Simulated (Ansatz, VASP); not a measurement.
One calculation of AlP, two programs

```
Al P
1.0
     0.00000    2.71683    2.71683
     2.71683    0.00000    2.71683
     2.71683    2.71683    0.00000
Al P
1 1
Direct
  0.00000 0.00000 0.00000
  0.25000 0.25000 0.25000
```

Alike in both runs: task single point; functional LDA; k mesh 10 × 10 × 10; occupations gaussian, width 0.02 eV; no spin polarisation.

|  | VASP | Ansatz |
| --- | --- | --- |
| version | VASP 6.6.1 | Ansatz 0.2.0 |
| potentials or method | VASP PAW LDA potentials, release 64 (Al, P), cutoff 500 eV | scalar-relativistic, plane waves, PAW |
| valence electrons in the cell | 8 | 8 |

```tsv
	VASP	Ansatz	Ansatz less VASP
gap on the k mesh at the Fermi level (eV)	1.41	1.42	+0.005
least direct gap on the mesh (eV)	3.24	3.23	-0.016
pressure (GPa)	0.1	0.0	-0.05
```

Ansatz warns that its potentials were made for another functional, while VASP's fit it. LDA's correlation is that of Perdew and Zunger in VASP and of Perdew and Wang (1992) in Ansatz.
